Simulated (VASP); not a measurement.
# PtSe2 (P-3m1) in VASP: single point with HSE06

Aim: the single point of PtSe2 with HSE06.

Everything below comes from runs of VASP 6.6.1. Logs are shortened: lines on timing, memory, paths and dates and some standing lists are left out, and cuts for length are marked.

### Step 1. The cell of the first run

It takes space group P-3m1 (No. 164, trigonal). The conventional cell has a = 3.654 Å, b = 3.654 Å, c = 5.172 Å, α = 90.00°, β = 90.00°, γ = 120.00°. Within 3.3 Å of Pt (site symmetry -3m) lie 6 Se at 2.49 Å. Within 3.4 Å of Se (site symmetry 3m) lie 3 Pt at 2.49 Å and 6 Se at 3.28 to 3.40 Å.

### Step 2. Single point, HSE06 (strain -2.0%)

The input, POSCAR:

```
PtSe2
1.0
    3.6540773592      0.0000000000      0.0000000000
   -1.8270386796      3.1645238204      0.0000000000
    0.0000000000      0.0000000000      5.1716134674
Pt Se
1 2
Direct
    0.0000000000      0.0000000000      0.0000000000
    0.3333333333      0.6666666667      0.2571695964
    0.6666666667      0.3333333333      0.7428304036
```

The input, INCAR.step1:

```
  PREC = Accurate
  ENCUT = 520
  EDIFF = 1E-5
  ISMEAR = -1
  SIGMA = 0.02
  LREAL = False
  LASPH = True
  NELM = 80
  ALGO = Normal
  ISIF = 2
  LWAVE = True
  LCHARG = False
  GGA = PE
  NBANDS = 18
  KPAR = 4
```

The input, INCAR.step2:

```
  PREC = Accurate
  ENCUT = 520
  EDIFF = 1E-7
  ISMEAR = -1
  SIGMA = 0.02
  LREAL = False
  LASPH = True
  NELM = 80
  ALGO = Normal
  ISIF = 2
  LWAVE = False
  LCHARG = False
  GGA = PE
  LHFCALC = True
  HFSCREEN = 0.2079
  PRECFOCK = Normal
  ISTART = 1
  NBANDS = 18
  KPAR = 4
```

The input, KPOINTS:

```
regular mesh
0
Gamma
  6 6 4
```

Potentials or basis: VASP PAW PBE potentials, release 64 (Pt, Se).

Launch:

```bash
$ cat potpaw_PBE.64/Pt/POTCAR potpaw_PBE.64/Se/POTCAR > POTCAR
$ cp INCAR.step1 INCAR
$ mpirun -np 4 vasp_std > vasp.out
$ cp INCAR.step2 INCAR
$ mpirun -np 4 vasp_std > vasp.out
```

OUTCAR:

```text
PREC = Accurate
   ENCUT = 520
   EDIFF = 1E-7
   ISMEAR = -1
   LREAL = False
   LASPH = True
   NELM = 80
   ISIF = 2
   GGA = PE
   LHFCALC = True
   HFSCREEN = 0.2079
   PRECFOCK = Normal
   ISTART = 1

 ion  position               nearest neighbor table
   1  0.000  0.000  0.000-   2 2.49   3 2.49   2 2.49   3 2.49   3 2.49   2 2.49
   2  0.333  0.667  0.257-   1 2.49   1 2.49   1 2.49
   3  0.667  0.333  0.743-   1 2.49   1 2.49   1 2.49

  LATTYP: Found a hexagonal cell.
 ALAT       =     3.6540773592
 C/A-ratio  =     1.4152993927

  Lattice vectors:

 A1 = (   3.6540773592,   0.0000000000,   0.0000000000)
 A2 = (  -1.8270386796,   3.1645238204,   0.0000000000)
 A3 = (   0.0000000000,   0.0000000000,   5.1716134674)

Analysis of symmetry for initial positions (statically):
=====================================================================
 Subroutine PRICEL returns:
 Original cell was already a primitive cell.

 Routine SETGRP: Setting up the symmetry group for a
 hexagonal supercell.

 Subroutine GETGRP returns: Found 12 space group operations
 (whereof 12 operations were pure point group operations)
 out of a pool of 24 trial point group operations.

The static configuration has the point symmetry D_3d.

Analysis of symmetry for dynamics (positions and initial velocities):
=====================================================================
 Subroutine PRICEL returns:
 Original cell was already a primitive cell.

 Routine SETGRP: Setting up the symmetry group for a
 hexagonal supercell.

 Subroutine GETGRP returns: Found 12 space group operations
 (whereof 12 operations were pure point group operations)
 out of a pool of 24 trial point group operations.

The dynamic configuration has the point symmetry D_3d.

 Subroutine INISYM returns: Found 12 space group operations
 (whereof 12 operations are pure point group operations),
 and found     1 'primitive' translations

----------------------------------------------------------------------------------------

                                     Primitive cell

  volume of cell :      59.8015

  direct lattice vectors                    reciprocal lattice vectors
     3.654077359  0.000000000  0.000000000     0.273666894  0.158001655  0.000000000
    -1.827038680  3.164523820  0.000000000     0.000000000  0.316003309  0.000000000
     0.000000000  0.000000000  5.171613467     0.000000000  0.000000000  0.193363252

  length of vectors
     3.654077359  3.654077359  5.171613467     0.316003309  0.316003309  0.193363252

  position of ions in fractional coordinates (direct lattice)
     0.000000000  0.000000000  0.000000000
     0.333333333  0.666666667  0.257169596
     0.666666667  0.333333333  0.742830404

  ion indices of the primitive-cell ions
   primitive index   ion index
                 1           1
                 2           2
                 3           3

----------------------------------------------------------------------------------------

 KPOINTS: regular mesh

Automatic generation of k-mesh.
 Grid dimensions read from file:
 generate k-points for:    6    6    4

 Generating k-lattice:

  Cartesian coordinates                     Fractional coordinates (reciprocal lattice)
     0.045611149  0.026333609  0.000000000     0.166666667  0.000000000  0.000000000
     0.000000000  0.052667218  0.000000000     0.000000000  0.166666667  0.000000000
     0.000000000  0.000000000  0.048340813     0.000000000  0.000000000  0.250000000

  Length of vectors
     0.052667218  0.052667218  0.048340813

  Shift w.r.t. Gamma in fractional coordinates (k-lattice)
     0.000000000  0.000000000  0.000000000

 Subroutine IBZKPT returns following result:
 ===========================================

 Found     24 irreducible k-points:

 Following reciprocal coordinates:
            Coordinates               Weight
  0.000000  0.000000  0.000000      1.000000
  0.166667  0.000000  0.000000      6.000000
  0.333333  0.000000  0.000000      6.000000
  0.500000  0.000000  0.000000      3.000000
  0.166667  0.166667  0.000000      6.000000
  0.333333  0.166667  0.000000     12.000000
[... 16 lines left out ...]
  0.333333  0.166667  0.500000     12.000000
  0.333333  0.333333  0.500000      2.000000
   k-points           NKPTS =     24   k-points in BZ     NKDIM =    144   number of bands    NBANDS=     18
   number of dos      NEDOS =    301   number of ions     NIONS =      3
   total plane-waves  NPLWV =  31360
   dimension x,y,z NGX =    28 NGY =   28 NGZ =   40
   dimension x,y,z NGXF=    56 NGYF=   56 NGZF=   80
   ions per type =               1   2
   NGX,Y,Z   is equivalent  to a cutoff of  12.74, 12.74, 12.86 a.u.
   NGXF,Y,Z  is equivalent  to a cutoff of  25.48, 25.48, 25.72 a.u.
 SYSTEM =  unknown system
   PREC   = accura    normal or accurate (medium, high low for compatibility)
   ISTART =      1    job   : 0-new  1-cont  2-samecut
   ICHARG =      0    charge: 1-file 2-atom 10-const
   ISPIN  =      1    spin polarized calculation?
   LNONCOLLINEAR =      F non collinear calculations
   LSORBIT =      F    spin-orbit coupling
   LASPH  =      T    aspherical Exc in radial PAW
   ENCUT  =  520.0 eV  38.22 Ry    6.18 a.u.   6.79  6.79  9.62*2*pi/ulx,y,z
   NELM   =     80;   NELMIN=  2; NELMDL=  0     # of ELM steps
   EDIFF  = 0.1E-06   stopping-criterion for ELM
   LREAL  =      F    real-space projection
   EDIFFG = 0.1E-05   stopping-criterion for IOM
   NSW    =      0    number of steps for IOM
   IBRION =     -1    ionic relax: 0-MD 1-quasi-New 2-CG
   NFREE  =      0    steps in history (QN), initial steepest desc. (CG)
   ISIF   =      2    stress and relaxation
   ISYM   =      3    0-nonsym 1-usesym 2-fastsym
   POTIM  = 0.5000    time-step for ionic-motion
   TEBEG  =    0.0;   TEEND  =   0.0 temperature during run
   PSTRESS=    0.0 pullay stress
   NELECT =      22.0000    total number of electrons
   NUPDOWN=      -1.0000    fix difference up-down
   EMIN   =  10.00;   EMAX   =-10.00  energy-range for DOS
   EFERMI =   0.00;   METHOD = LEGACY
   ISMEAR =    -1;   SIGMA  =   0.02  broadening in eV -4-tet -1-fermi 0-gaus
   EFERMI_NEDOS =   21; number of points for ismear=-14 and -15
   IALGO  =     38    algorithm
   IMIX   =      1    mixing-type and parameters
     AMIX     =   0.40;   BMIX     =  1.00
     AMIX_MAG =   1.60;   BMIX_MAG =  1.00
  volume/ion in A,a.u.               =      19.93       134.52
  Fermi-wavevector in a.u.,A,eV,Ry     =   1.173037  2.216718 18.721828  1.376016
  Thomas-Fermi vector in A             =   2.309456
   LORBIT       =      0    0 simple, 1 ext, 2 COOP (PROOUT), +10 PAW based schemes
   GGA     = PE    functional components
   LHFCALC =     T    Hartree Fock is set to
   PRECFOCK=normal    Normal, Fast or Accurate (Low or Medium for compatibility)
   ENCUT4O =  -1.0   cutoff for four orbital integrals eV
   NKREDX  =     1    reduce k-point grid by
   NKREDY  =     1    reduce k-point grid by
   NKREDZ  =     1    reduce k-point grid by
   AEXX    =    0.2500 exact exchange contribution
   HFSCREEN=    0.2079 screening length (either q_TF or 0.3 A-1)
   HFSCREENC=   0.2079 screening length for correlation (either q_TF or 0.3 A-1)
   ENCUTFOCK=  -1.0 apply spherical cutoff to Coloumb kernel
   IVDW    =     0    specifies the selected vdW correction
   LEPSILON=     F    determine dielectric tensor
   LRPA    =     F    only Hartree local field effects (RPA)
 non-spin polarized calculation
  energy-cutoff  :      520.00
  volume of cell :       59.80
 maximum number of plane-waves:      1651
 NGX is ok and might be reduce to    28
  NGX = 24; NGY = 24; NGZ = 30

 number of electron      22.0000000 magnetization

 Free energy of the ion-electron system (eV)
  ---------------------------------------------------
  ext. energy  EPLUGINS =         0.00000000
  ---------------------------------------------------
  free energy    TOTEN  =       -17.15102016 eV

  energy without entropy =      -17.15037952  energy(sigma->0) =      -17.15069984

 E-fermi :   6.7209     XC(G=0):  -8.8618

 val. band max:        6.3108592037   @ k =   0.0000   0.1667   0.2500
 cond. band min:       6.7430666186   @ k =   0.3333   0.3333   0.0000
 fundamental gap:      0.4322074149
 Fermi energy:         6.7208614570

 k-point     1 :       0.0000    0.0000    0.0000
  band No.  band energies     occupation
      1     -10.9444      2.00000
      2      -7.9263      2.00000
      3      -1.9772      2.00000
      4      -0.7553      2.00000
      5      -0.7553      2.00000
      6       1.4116      2.00000
[... 10 lines left out ...]
     17      14.7365      0.00000
     18      19.4977      0.00000

 k-point     2 :       0.1667    0.0000    0.0000
  band No.  band energies     occupation
      1     -10.5928      2.00000
      2      -8.0392      2.00000
      3      -1.5558      2.00000
      4      -0.6040      2.00000
      5      -0.5358      2.00000
      6       1.0322      2.00000
[... 10 lines left out ...]
     17      15.6958      0.00000
     18      16.3299      0.00000

 k-point     3 :       0.3333    0.0000    0.0000
  band No.  band energies     occupation
      1      -9.6977      2.00000
      2      -8.3185      2.00000
      3      -1.0698      2.00000
      4      -0.3737      2.00000
      5      -0.1917      2.00000
      6       0.3617      2.00000
[... 10 lines left out ...]
     17      15.1944      0.00000
     18      16.6154      0.00000

 k-point     4 :       0.5000    0.0000    0.0000
  band No.  band energies     occupation
      1      -8.8167      2.00000
      2      -8.7809      2.00000
      3      -1.9342      2.00000
      4      -0.1530      2.00000
      5       0.0296      2.00000
      6       1.5691      2.00000
[... 10 lines left out ...]
     17      14.5721      0.00000
     18      18.7965      0.00000

 k-point     5 :       0.1667    0.1667    0.0000
  band No.  band energies     occupation
      1      -9.9660      2.00000
      2      -8.2217      2.00000
      3      -0.8404      2.00000
      4      -0.4197      2.00000
      5      -0.3277      2.00000
      6       0.3573      2.00000
[... 10 lines left out ...]
     17      15.5718      0.00000
     18      15.9742      0.00000

 k-point     6 :       0.3333    0.1667    0.0000
  band No.  band energies     occupation
      1      -9.0736      2.00000
      2      -8.5033      2.00000
      3      -1.4378      2.00000
      4      -0.4864      2.00000
      5       0.1226      2.00000
      6       0.4626      2.00000
[... 10 lines left out ...]
     17      16.5491      0.00000
     18      16.8389      0.00000

 k-point     7 :       0.3333    0.3333    0.0000
  band No.  band energies     occupation
      1      -8.6460      2.00000
      2      -8.6460      2.00000
      3      -1.2870      2.00000
      4      -0.6615      2.00000
      5      -0.6615      2.00000
      6       0.7814      2.00000
[... 10 lines left out ...]
     17      16.1708      0.00000
     18      18.1018      0.00000

 k-point     8 :       0.0000    0.0000    0.2500
  band No.  band energies     occupation
      1     -10.6858      2.00000
      2      -8.5159      2.00000
      3      -1.1491      2.00000
      4      -0.7264      2.00000
      5      -0.7264      2.00000
      6       1.3952      2.00000
[... 10 lines left out ...]
     17      14.5512      0.00000
     18      17.8355      0.00000
[... 229 lines left out ...]
     17      15.5005      0.00000
     18      15.6179      0.00000

 k-point    20 :       0.3333    0.0000    0.5000
  band No.  band energies     occupation
      1      -9.2124      2.00000
      2      -8.8593      2.00000
      3      -1.5143      2.00000
      4      -0.7130      2.00000
      5      -0.3284      2.00000
      6       0.7587      2.00000
[... 10 lines left out ...]
     17      16.6462      0.00000
     18      17.4786      0.00000

 k-point    21 :       0.5000    0.0000    0.5000
  band No.  band energies     occupation
      1      -9.0351      2.00000
      2      -8.4279      2.00000
      3      -2.2599      2.00000
      4      -0.3814      2.00000
      5      -0.2422      2.00000
      6       0.5112      2.00000
[... 10 lines left out ...]
     17      16.8794      0.00000
     18      17.6677      0.00000

 k-point    22 :       0.1667    0.1667    0.5000
  band No.  band energies     occupation
      1      -9.3425      2.00000
      2      -9.0057      2.00000
      3      -1.2707      2.00000
      4      -0.7214      2.00000
      5       0.1551      2.00000
      6       0.6579      2.00000
[... 10 lines left out ...]
     17      15.4339      0.00000
     18      16.2322      0.00000

 k-point    23 :       0.3333    0.1667    0.5000
  band No.  band energies     occupation
      1      -8.9120      2.00000
      2      -8.6038      2.00000
      3      -1.7014      2.00000
      4      -0.8774      2.00000
      5       0.1149      2.00000
      6       0.7709      2.00000
[... 10 lines left out ...]
     17      15.6365      0.00000
     18      17.1667      0.00000

 k-point    24 :       0.3333    0.3333    0.5000
  band No.  band energies     occupation
      1      -8.6241      2.00000
      2      -8.6241      2.00000
      3      -0.9544      2.00000
      4      -0.9544      2.00000
      5      -0.5511      2.00000
      6       1.2227      2.00000
[... 10 lines left out ...]
     17      14.9479      0.00000
     18      17.2256      0.00000

------------------------ aborting loop because EDIFF is reached ----------------------------------------

  FORCE on cell =-STRESS in cart. coord.  units (eV):
  Direction    XX          YY          ZZ          XY          YZ          ZX
  --------------------------------------------------------------------------------------
  -------------------------------------------------------------------------------------
  Total        1.8696684      1.8696684      0.5300308      0.0000000      0.0000000      0.0000000
  in kB       50.0913814     50.0913814     14.2003654      0.0000000      0.0000000      0.0000000
  external PRESSURE =      38.1277094 kB  Pullay stress =       0.0000000 kB

 VOLUME and BASIS-vectors are now :
 -----------------------------------------------------------------------------
  energy-cutoff  :      520.00
  volume of cell :       59.80
      direct lattice vectors                 reciprocal lattice vectors
     3.654077359  0.000000000  0.000000000     0.273666894  0.158001655  0.000000000
    -1.827038680  3.164523820  0.000000000     0.000000000  0.316003309  0.000000000
     0.000000000  0.000000000  5.171613467     0.000000000  0.000000000  0.193363252

 POSITION                                       TOTAL-FORCE (eV/Angst)
 -----------------------------------------------------------------------------------
      0.00000      0.00000      0.00000         0.000000      0.000000      0.000000
     -0.00000      2.10968      1.32998         0.000000      0.000000     -0.308995
      1.82704      1.05484      3.84163        -0.000000     -0.000000      0.308995
 -----------------------------------------------------------------------------------
    total drift:                                0.000000      0.000000      0.000000

  FREE ENERGIE OF THE ION-ELECTRON SYSTEM (eV)
  ---------------------------------------------------
  free  energy   TOTEN  =       -17.1510201588 eV

  energy  without entropy=      -17.1503795223  energy(sigma->0) =      -17.15069984
```

It took 58 min on 4 MPI ranks of Oxide Virtual Turin-like, shared host; peak memory 0.28 GiB.

Results:

| Quantity | Value |
| --- | --- |
| Free energy | -17.1510 eV |
| Pressure | 3.8 GPa |
| Largest force | 0.309 eV/Å |
| Band gap on the k mesh | zero (bands 11 and 12 overlap by 0.13 eV) |

Forces on the atoms (eV/Å):
```
Pt   0.000  0.000  0.000
Se   0.000  0.000 -0.309
Se   0.000  0.000  0.309
```

Levels at points of the mesh, in eV from the Fermi level:
| k point | band 9 | band 10 | band 11 | band 12 | band 13 | band 14 |
| --- | --- | --- | --- | --- | --- | --- |
| (0.00, 0.00, 0.00) | -1.38 | -1.38 | 0.15 | 1.53 | 1.53 | 4.05 |
| (0.50, 0.00, 0.00) | -4.57 | -4.08 | -3.88 | 0.76 | 2.58 | 5.40 |
| (0.00, 0.00, 0.50) | -2.50 | -1.87 | -1.87 | 2.51 | 2.51 | 5.22 |
| (0.50, 0.00, 0.50) | -4.35 | -3.26 | -2.03 | 1.01 | 1.96 | 4.88 |

Caveat: the cell differs from its parent crystal (strain -2.0%); the cell stands under pressure; the PAW data sets were made with another functional, which shifts forces and pressure a little; spin-orbit coupling is left out, which moves the levels of the heavy elements.

The gap in the log of VASP goes by the Fermi energy; the results here count the filled bands.